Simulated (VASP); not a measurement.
# Ti2Cd (I4/mmm) in VASP: notebook, part 2 of 2

VASP 6.6.1.

### 3 Single point, LDA

INCAR

```
  PREC = Accurate
  ENCUT = 520
  EDIFF = 1E-7
  ISMEAR = 1
  SIGMA = 0.025
  LREAL = F
  LASPH = T
  NELM = 60
  ALGO = Normal
  ISIF = 2
  LWAVE = F
  LCHARG = F
  GGA = CA
  NBANDS = 25
```

KPOINTS

```
Automatic mesh
0
Gamma
  14 14 14
```

POSCAR

```
Ti2Cd
1.0
   -1.4325000000      1.4325000000      6.7100000000
    1.4325000000     -1.4325000000      6.7100000000
    1.4325000000      1.4325000000     -6.7100000000
Ti Cd
2 1
Direct
    0.3240000000      0.3240000000      0.0000000000
    0.6760000000      0.6760000000      0.0000000000
    0.0000000000      0.0000000000      0.0000000000
```

Potentials or basis: VASP PAW LDA potentials, release 64 (Ti_sv, Cd).

Started as:

```
$ cat potpaw_LDA.64/Ti_sv/POTCAR potpaw_LDA.64/Cd/POTCAR > POTCAR
$ mpirun -np 1 vasp_std > vasp.out
```

OUTCAR:

```text
PREC = Accurate
   ENCUT = 520
   EDIFF = 1E-7
   ISMEAR = 1
   LREAL = F
   LASPH = T
   NELM = 60
   ISIF = 2
   GGA = CA

 ion  position               nearest neighbor table
   1  0.324  0.324  0.000-   2 2.84   2 2.84   2 2.84   2 2.84   3 3.11   3 3.11   3 3.11   3 3.11

   2  0.676  0.676  0.000-   1 2.84   1 2.84   1 2.84   1 2.84   3 3.11   3 3.11   3 3.11   3 3.11

   3  0.000  0.000  0.000-   2 3.11   2 3.11   2 3.11   1 3.11   1 3.11   1 3.11   2 3.11   1 3.11

  LATTYP: Found a body centered tetragonal cell.
 ALAT       =     2.8650000000
 C/A-ratio  =     4.6841186736

  Lattice vectors:

 A1 = (  -1.4325000000,   1.4325000000,   6.7100000000)
 A2 = (   1.4325000000,  -1.4325000000,   6.7100000000)
 A3 = (   1.4325000000,   1.4325000000,  -6.7100000000)

Analysis of symmetry for initial positions (statically):
=====================================================================
 Subroutine PRICEL returns:
 Original cell was already a primitive cell.

 Routine SETGRP: Setting up the symmetry group for a
 body centered tetragonal supercell.

 Subroutine GETGRP returns: Found 16 space group operations
 (whereof 16 operations were pure point group operations)
 out of a pool of 16 trial point group operations.

The static configuration has the point symmetry D_4h.

Analysis of symmetry for dynamics (positions and initial velocities):
=====================================================================
 Subroutine PRICEL returns:
 Original cell was already a primitive cell.

 Routine SETGRP: Setting up the symmetry group for a
 body centered tetragonal supercell.

 Subroutine GETGRP returns: Found 16 space group operations
 (whereof 16 operations were pure point group operations)
[... 118 lines left out ...]
   EFERMI =   0.00;   METHOD = LEGACY
   ISMEAR =     1;   SIGMA  =   0.03  broadening in eV -4-tet -1-fermi 0-gaus
   EFERMI_NEDOS =   21; number of points for ismear=-14 and -15
   IALGO  =     38    algorithm
   IMIX   =      4    mixing-type and parameters
     AMIX     =   0.40;   BMIX     =  1.00
     AMIX_MAG =   1.60;   BMIX_MAG =  1.00
  volume/ion in A,a.u.               =      18.36       123.89
  Fermi-wavevector in a.u.,A,eV,Ry     =   1.420752  2.684833 27.463869  2.018537
  Thomas-Fermi vector in A             =   2.541635
   LORBIT       =      0    0 simple, 1 ext, 2 COOP (PROOUT), +10 PAW based schemes
   GGA     = CA    functional components
   LHFCALC =     F    Hartree Fock is set to
   AEXX    =    0.0000 exact exchange contribution
   IVDW    =     0    specifies the selected vdW correction
   LEPSILON=     F    determine dielectric tensor
   LRPA    =     F    only Hartree local field effects (RPA)
 non-spin polarized calculation
 Methfessel and Paxton  Order N= 1 SIGMA  =   0.03
  energy-cutoff  :      520.00
  volume of cell :       55.08
 maximum number of plane-waves:      1516
 NGX is ok and might be reduce to    54
   NGX = 27   NGY = 27   NGZ = 27

 number of electron      36.0000000 magnetization

 Free energy of the ion-electron system (eV)
  ---------------------------------------------------
  ext. energy  EPLUGINS =         0.00000000
  ---------------------------------------------------
  free energy    TOTEN  =       -18.85082648 eV

  energy without entropy =      -18.85059568  energy(sigma->0) =      -18.85074955

 E-fermi :   6.1064     XC(G=0): -11.7517

 val. band max:        6.1061139857   @ k =   0.4286   0.4286   0.0714
 cond. band min:       6.1140347053   @ k =  -0.2143   0.2857   0.1429
 fundamental gap:      0.0079207195
 Fermi energy:         6.1063718862

 k-point     1 :       0.0000    0.0000    0.0000
  band No.  band energies     occupation
      1     -50.0964      2.00000
      2     -49.9857      2.00000
      3     -26.8428      2.00000
      4     -26.5329      2.00000
      5     -26.5329      2.00000
      6     -26.4595      2.00000
[... 661 lines left out ...]
     24       8.8714      0.00000
     25       9.0032      0.00000

 [... further k-points ...]

------------------------ aborting loop because EDIFF is reached ----------------------------------------

  FORCE on cell =-STRESS in cart. coord.  units (eV):
  Direction    XX          YY          ZZ          XY          YZ          ZX
  --------------------------------------------------------------------------------------
  -------------------------------------------------------------------------------------
  Total       -2.7611241     -2.7611241     -2.5936588      0.0000000     -0.0000000      0.0000000
  in kB      -80.3201913    -80.3201913    -75.4486824      0.0000000     -0.0000000      0.0000000
  external PRESSURE =     -78.6963550 kB  Pullay stress =       0.0000000 kB

 VOLUME and BASIS-vectors are now :
 -----------------------------------------------------------------------------
  energy-cutoff  :      520.00
  volume of cell :       55.08
      direct lattice vectors                 reciprocal lattice vectors
    -1.432500000  1.432500000  6.710000000     0.000000000  0.349040140  0.074515648
     1.432500000 -1.432500000  6.710000000     0.349040140  0.000000000  0.074515648
     1.432500000  1.432500000 -6.710000000     0.349040140  0.349040140  0.000000000

 POSITION                                       TOTAL-FORCE (eV/Angst)
 -----------------------------------------------------------------------------------
      0.00000      0.00000      4.34808         0.000000      0.000000     -0.328211
      0.00000      0.00000      9.07192         0.000000      0.000000      0.328211
      0.00000      0.00000      0.00000        -0.000000     -0.000000      0.000000
 -----------------------------------------------------------------------------------
    total drift:                                0.000000     -0.000000      0.000000

  FREE ENERGIE OF THE ION-ELECTRON SYSTEM (eV)
  ---------------------------------------------------
  free  energy   TOTEN  =       -18.8508264826 eV

  energy  without entropy=      -18.8505956781  energy(sigma->0) =      -18.85074955
```

OSZICAR:

```text
N       E                     dE             d eps       ncg     rms          rms(c)
DAV:   1     0.414670214436E+03    0.41467E+03   -0.19295E+04 12304   0.172E+03
DAV:   2     0.187062885841E+02   -0.39596E+03   -0.38751E+03 12590   0.497E+02
DAV:   3    -0.191297646674E+02   -0.37836E+02   -0.37282E+02 21952   0.136E+02
DAV:   4    -0.214648612261E+02   -0.23351E+01   -0.23179E+01 15034   0.300E+01
DAV:   5    -0.215977098871E+02   -0.13285E+00   -0.13282E+00 18749   0.507E+00    0.119E+01
DAV:   6    -0.189732827959E+02    0.26244E+01   -0.89178E+00 14524   0.266E+01    0.408E+00
DAV:   7    -0.188528648719E+02    0.12042E+00   -0.11366E+00 16732   0.579E+00    0.273E+00
DAV:   8    -0.188509394345E+02    0.19254E-02   -0.86380E-02 18370   0.294E+00    0.922E-01
DAV:   9    -0.188504398708E+02    0.49956E-03   -0.28300E-02 15460   0.138E+00    0.183E-01
DAV:  10    -0.188507834985E+02   -0.34363E-03   -0.44708E-03 18302   0.566E-01    0.115E-01
DAV:  11    -0.188508096647E+02   -0.26166E-04   -0.66026E-04 17312   0.194E-01    0.481E-02
DAV:  12    -0.188508283304E+02   -0.18666E-04   -0.46635E-05 17530   0.451E-02    0.305E-02
DAV:  13    -0.188508265136E+02    0.18168E-05   -0.27872E-05 17429   0.360E-02    0.371E-03
DAV:  14    -0.188508264874E+02    0.26209E-07   -0.14658E-06 14843   0.810E-03    0.111E-03
DAV:  15    -0.188508264826E+02    0.48167E-08   -0.89425E-08  8504   0.221E-03
   1 F= -.18850826E+02 E0= -.18850750E+02  d E =-.230805E-03
```

stdout:

```text
POSCAR found type information on POSCAR TiCd
 POSCAR found :  2 types and       3 ions
 scaLAPACK will be used
 LDA part: xc-table for (Slater(with rela. corr.)+CA(PZ))
 , standard interpolation
 POSCAR, INCAR and KPOINTS ok, starting setup
 FFT: planning ... GRIDC
 FFT: planning ... GRID_SOFT
 FFT: planning ... GRID
 WAVECAR not read
 entering main loop
```

Wall time 18 min (1 thread of Intel Xeon Platinum 8488C (Sapphire Rapids), shared host); peak memory 0.54 GiB.

What came out:

* Free energy: -18.8508 eV
* Pressure: -7.9 GPa
* Largest force: 0.328 eV/Å
* Band gap on the k mesh: zero (bands 18 and 19 overlap by 0.45 eV)

Forces in eV/Å, atoms in the order of the input:
```
Ti   0.000  0.000 -0.328
Ti   0.000  0.000  0.328
Cd   0.000  0.000  0.000
```

Stress tensor (GPa, compression positive):
```
-8.03  0.00  0.00
 0.00 -8.03  0.00
 0.00  0.00 -7.54
```

Caveat: the cell stands under tension.
